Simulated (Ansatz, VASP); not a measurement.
**MoRu5 in VASP and in Ansatz**

```
Mo Ru
1.0
     4.75313    0.00000    0.00000
    -2.37656    4.11633    0.00000
     0.00000    0.00000    4.31827
Mo Ru
1 5
Direct
  0.00000 0.00000 0.00000
  0.33333 0.66667 0.00000
  0.66667 0.33333 0.00000
  0.66128 0.66128 0.50000
  0.33872 0.00000 0.50000
  0.00000 0.33872 0.50000
```

Alike in both runs: functional PBE; k mesh 12 × 12 × 8; occupations gaussian, width 0.1 eV; no spin polarisation.

Ansatz relaxed the structure, and its values are those at the end. VASP's run is a single point on that final structure, the one shown.

|  | VASP | Ansatz |
| --- | --- | --- |
| version | VASP 6.6.1 | Ansatz 0.2.0 |
| potentials or method | VASP PAW PBE potentials, release 64 (Mo_sv, Ru_pv), cutoff 520 eV | scalar-relativistic, plane waves, PAW |
| valence electrons in the cell | 84 | 94 |

```csv
,VASP,Ansatz,Ansatz less VASP
gap on the k mesh at the Fermi level (eV),none,none,-
pressure (GPa),0.0,0.0,-0.03
```

A gap of «none» marks a metal or a gap that the smearing closes. VASP's potentials hold 84 valence electrons a cell and Ansatz's 94, so a difference there can come from the potentials and not from the codes.
